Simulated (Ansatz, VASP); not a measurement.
One calculation of SnSe, two programs

Contents of POSCAR:

```
SnSe
1.0
    4.2853274191      0.0000000000      0.0000000000
    0.0000000000      4.2853274191      0.0000000000
    0.0000000000      0.0000000000     10.9906921300
Sn Se
2 2
Direct
    0.0000000000      0.5000000000      0.6277708900
    0.5000000000      0.0000000000      0.3722291100
    0.0000000000      0.5000000000      0.3839605100
    0.5000000000      0.0000000000      0.6160394900
```

The input INCAR.step1:

```
SYSTEM = SnSe
PREC = Accurate
ENCUT = 520
EDIFF = 1E-5
ISMEAR = -1
SIGMA = 0.05
LREAL = .False.
LASPH = .True.
NELM = 80
ALGO = Normal
ISIF = 2
LWAVE = .True.
LCHARG = .False.
GGA = PE
NBANDS = 28
```

File INCAR.step2:

```
SYSTEM = SnSe
PREC = Accurate
ENCUT = 520
EDIFF = 1E-6
ISMEAR = -1
SIGMA = 0.05
LREAL = .False.
LASPH = .True.
NELM = 80
ALGO = Normal
ISIF = 2
LWAVE = .False.
LCHARG = .False.
GGA = PE
LHFCALC = .True.
AEXX = 0.15
HFSCREEN = 0.2
PRECFOCK = Normal
ISTART = 1
NBANDS = 28
```

KPOINTS

```
regular mesh
0
Gamma
  3 3 2
  0 0 0
```

Contents of input.yaml:

```yaml
crystal:
  lattice:
    - [4.2853274191, 0.0, 0.0]
    - [0.0, 4.2853274191, 0.0]
    - [0.0, 0.0, 10.99069213]
  atoms:
    - { symbol: Sn, position: [0.0, 0.5, 0.62777089] }
    - { symbol: Sn, position: [0.5, 0.0, 0.37222911] }
    - { symbol: Se, position: [0.0, 0.5, 0.38396051] }
    - { symbol: Se, position: [0.5, 0.0, 0.61603949] }
hamiltonian:
  xc: { exchange: pbe, correlation: pbe, exx: { coeff: 0.15, omega: 0.2 } }
  pseudopotentials: { kind: paw }
kpoints:
  mp_grid: { grid: [3, 3, 2] }
scf:
  occupations: { method: fermi_dirac, width: 0.05 }
output:
  forces: true
  stress: true
  eigenvalues: true
```

Alike in both runs: task single point; functional PBE-based screened hybrid; k mesh 3 × 3 × 2; occupations fermi-dirac, width 0.05 eV; no spin polarisation.

|  | VASP | Ansatz |
| --- | --- | --- |
| version | VASP 6.6.1 | Ansatz 0.2.0 |
| potentials or method | VASP PAW PBE potentials, release 64 (Sn_d, Se) | Ansatz PAW |
| plane-wave cutoff (eV) | 520 | 420 |
| valence electrons in the cell | 40 | 60 |

Ansatz gave:

* gap on the k mesh at the Fermi level (eV): 1.81
* least direct gap on the mesh (eV): 1.81
* rms of the force components (eV/Å): 0.202

Question: What did VASP give for the same quantities?

Answer: gap on the k mesh at the Fermi level (eV): 1.81; least direct gap on the mesh (eV): 1.81; rms of the force components (eV/Å): 0.207.

VASP's potentials were made for PBE, not for PBE-based screened hybrid. Atom by atom the forces differ by 0.005 eV/Å (rms over components). VASP's potentials hold 40 valence electrons a cell and Ansatz's 60, so a difference there can come from the potentials and not from the codes.

The k mesh is coarse, so the values compare programs but aren't converged. Noted on Ansatz's run: odd divisions of the mesh miss points on the zone boundary, where band edges often lie, so the gap on the mesh can be too wide.
